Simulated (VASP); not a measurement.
Wanted: the native input for a VASP 6.6.1 run.

| Item | Value |
| --- | --- |
| Task | single point |
| Functional | PBE |
| Dispersion | D3(BJ) |
| Potentials or basis | VASP PAW PBE potentials, release 64 (Si, O, Cu) |
| Cutoff | 520 eV |
| k mesh | 2 × 2 × 1 |
| Occupations | gaussian, width 0.05 eV |
| Spin | collinear spin, zero start |
| Dipole correction | no |
| Further INCAR settings | LREAL = Auto; ALGO = Normal; EDIFF = 1e-07; NBANDS = 130 |

The structure of CuSi12O24 (a cell with a defect) lies in POSCAR:

```
CuSi12O24
1.0
   -2.4920500000      4.3163570000      5.4500000000
    4.9841000000      0.0000000000      5.4500000000
    4.9841000000      8.6327140000      0.0000000000
Si O Cu
12 24 1
Direct
    0.0891741859      0.5832858141      0.9540789117
    0.4100886114      0.9195486363      0.0380002339
    0.0060026343      0.0013936960      0.2585759806
    0.0800550911      0.5778794043      0.4525666722
    0.4116597105      0.9106984546      0.5364152834
    0.0073558128      0.0093131780      0.7617480072
    0.6035856004      0.0615984363      0.2025542684
    0.8889479546      0.4332269078      0.2818477797
    0.4837623520      0.4896350792      0.5070630147
    0.6069979861      0.0442763259      0.7001791087
    0.9079786721      0.4436297683      0.7878467771
    0.5098057000      0.4951849422      0.0239092362
    0.3076018816      0.4888711459      0.9869056782
    0.1886392475      0.0338022204      0.1115817880
    0.9211473367      0.5256082597      0.1053159233
    0.5698687849      0.3013536004      0.1541500021
    0.9292053211      0.1940291743      0.3240120208
    0.5740947265      0.9766882093      0.0825571435
    0.3004848234      0.4594874701      0.4701937570
    0.1972338624      0.0242222844      0.6190506528
    0.9199157396      0.5413609576      0.6128454224
    0.5530486703      0.2870373847      0.6301610942
    0.9477518420      0.2035839378      0.8238145851
    0.5861794434      0.9411618411      0.5871587147
    0.8287924879      0.9631150350      0.2168563378
    0.6619199346      0.5248595150      0.3599021417
    0.4442437485      0.0006068937      0.3596348016
    0.0753493837      0.8123607081      0.3872842492
    0.4206364605      0.6741327138      0.5806444960
    0.0371753302      0.4922496239      0.3397346424
    0.8342307772      0.9780250026      0.7100640824
    0.7027706258      0.5559194660      0.8868303861
    0.4467979264     -0.0144373759      0.8582010991
    0.0598240741      0.8210063847      0.8962365647
    0.4291719480      0.6827152080      0.0983975211
    0.0840929615      0.4882380477      0.8297896533
    0.5300533497      0.3396281182      0.8296787677
```

These files were run (other wordings do the same):

INCAR

```
  PREC = Accurate
  ENCUT = 520
  EDIFF = 1E-7
  ISMEAR = 0
  SIGMA = 0.05
  LREAL = Auto
  LASPH = T
  NELM = 150
  ALGO = Normal
  ISIF = 2
  LWAVE = F
  LCHARG = T
  ISPIN = 2
  MAGMOM = 0 0 0 0 0 0 0 0 0 0 0 0 0 0 0 0 0 0 0 0 0 0 0 0 0 0 0 0 0 0 0 0 0 0 0 0 0
  LORBIT = 11
  LMAXMIX = 4
  GGA = PE
  IVDW = 12
  LELF = T
  LVHAR = T
  NBANDS = 130
  LUSENCCL = F
```

KPOINTS

```
regular mesh
0
Gamma
  2 2 1
```

Potentials or basis: VASP PAW PBE potentials, release 64 (Si, O, Cu).

Launch:

```sh
$ cat potpaw_PBE.64/Si/POTCAR potpaw_PBE.64/O/POTCAR potpaw_PBE.64/Cu/POTCAR > POTCAR
$ mpirun -np 1 vasp_std > vasp.out
```

Results of the run:

The pressure is 0.3 GPa. The largest force is 0.032 eV/Å and the net moment is -0.50 μB per cell. The site moments are Si -0.00, +0.00, -0.01 (each value once); O -0.03, -0.00, -0.01, -0.02 (each value once); Cu -0.13 μB, the valence electrons inside the program's atomic spheres are Si 1.62, 1.63, 1.61, 1.60, 1.57 (each value once); O 5.21, 5.23, 5.24, 5.22, 5.25, 5.19 (each value once); Cu 9.93 and the dispersion energy per atom is -0.149 eV.

Caveat: the k points lie up to 0.69 Å⁻¹ apart.

It took 2.4 min on 1 × NVIDIA H100 80GB with 1 thread of AMD EPYC 7R13 Processor (Zen 3) (shared host), peak memory 1.8 GiB.
